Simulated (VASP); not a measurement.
# Ba2Ho3Te: relaxation of cell and atoms with PBE

Crystal: Ba2Ho3Te.

```
CELL_PARAMETERS angstrom
0.00000 5.16697 6.48178
3.29119 0.00000 6.48178
3.29119 5.16697 0.00000
ATOMIC_POSITIONS crystal
Ba 0.25000 0.25000 0.25000
Ba 0.75000 0.75000 0.75000
Ho 0.18707 0.18707 0.81293
Ho 0.81293 0.81293 0.18707
Ho 0.50000 0.50000 0.50000
Te 0.00000 0.00000 0.00000
```

The cell was generated, and may not be a known phase.

```yaml
Program: VASP 6.6.1
Task: relaxation of cell and atoms
Functional: PBE
Potentials_or_basis: VASP PAW PBE potentials, release 64 (Ba_sv, Ho_3, Te), 4f in core
Cutoff: 500 eV
k_mesh: 3 × 3 × 3
Occupations: gaussian, width 0.2 eV
Spin: no spin polarisation
Dipole_correction: no
Further_INCAR_settings: ALGO = Normal; EDIFF = 1e-07; IBRION = 2; EDIFFG = -0.08; NSW = 36; ISIF = 3
```

The relaxed volume is 47.93 Å³/atom and the relaxed cell is a = 9.081 Å, b = 7.152 Å, c = 7.464 Å, α = 76.79°, β = 50.06°, γ = 53.15°. The space group after relaxing (to 0.1 Å) is Fmmm (No. 69), the energy gained by relaxing is 755.6 meV/atom and the ionic steps are 13. The pressure after relaxing is 0.0 GPa and the largest force after relaxing is 0.068 eV/Å. The band gap on the k mesh is zero (an odd number of electrons rules out a gap without spin polarisation).

Forces in eV/Å, atoms in the order of the input:
```
Ba   0.000  0.000  0.000
Ba   0.000  0.000  0.000
Ho   0.000  0.000  0.068
Ho   0.000  0.000 -0.068
Ho   0.000  0.000  0.000
Te   0.000  0.000  0.000
```

Step by step:
| step | energy change (eV) | largest force (eV/Å) | pressure (GPa) | volume (Å³) |
| --- | --- | --- | --- | --- |
| 1 | 0.0000 | 7.0071 | 11.21 | 220.45 |
| 2 | -2.0003 | 0.6619 | -0.90 | 310.82 |
| 3 | -2.6300 | 0.2128 | 1.08 | 266.24 |
| 4 | -3.5764 | 0.3956 | -0.12 | 287.83 |
| 5 | -4.1163 | 0.5368 | -1.39 | 321.06 |
| 6 | -4.3163 | 1.1400 | -0.10 | 299.27 |
| 7 | -4.3190 | 1.2456 | 0.13 | 296.31 |
| 8 | -4.4712 | 0.6067 | 0.34 | 285.53 |
| 9 | -4.5014 | 0.1021 | 0.63 | 277.00 |
| 10 | -4.5024 | 0.1766 | 0.58 | 278.23 |
| 11 | -4.5276 | 0.0294 | -0.07 | 286.73 |
| 12 | -4.5276 | 0.0367 | -0.09 | 287.07 |
| 13 | -4.5334 | 0.0679 | -0.03 | 287.57 |

Final structure:
```xyz
6
Lattice="0.0000 6.5963 6.2407 3.4928 0.0000 6.2407 3.4928 6.5963 0.0000" Properties=species:S:1:pos:R:3 pbc="T T T"
Ba    1.7464    3.2982    3.1204
Ba    5.2392    9.8945    9.3611
Ho    3.4928    6.5963    2.8554
Ho    3.4928    6.5963    9.6260
Ho    3.4928    6.5963    6.2407
Te    3.4928    6.5963   12.4814
```

Levels at points of the mesh, in eV from the Fermi level:
| k point | band 22 | band 23 | band 24 | band 25 | band 26 | band 27 | band 28 | band 29 | band 30 | band 31 |
| --- | --- | --- | --- | --- | --- | --- | --- | --- | --- | --- |
| (0.00, 0.00, 0.00) | -2.60 | -1.15 | -0.86 | -0.54 | -0.48 | -0.38 | -0.03 | 0.31 | 0.37 | 0.93 |

Wall time 26 min on 1 thread of Intel(R) Xeon(R) 6975P-C (Granite Rapids), with other jobs on the host, peak memory 0.45 GiB.

Caveat: the k points lie up to 0.38 Å⁻¹ apart in the final cell, too coarse for converged energies and pressures of a metal; the volume moved by over 15 % at a fixed basis, so the end points are rough; spin-orbit coupling is left out, which moves the levels of the heavy elements; the 4f electrons are frozen in the core, so they carry no moment and show no levels; the relaxation stopped at a loose force limit of 0.08 eV/Å, so its end isn't a converged minimum. Spin polarisation is off, so any magnetic state and its effect on volume and gap are missing.
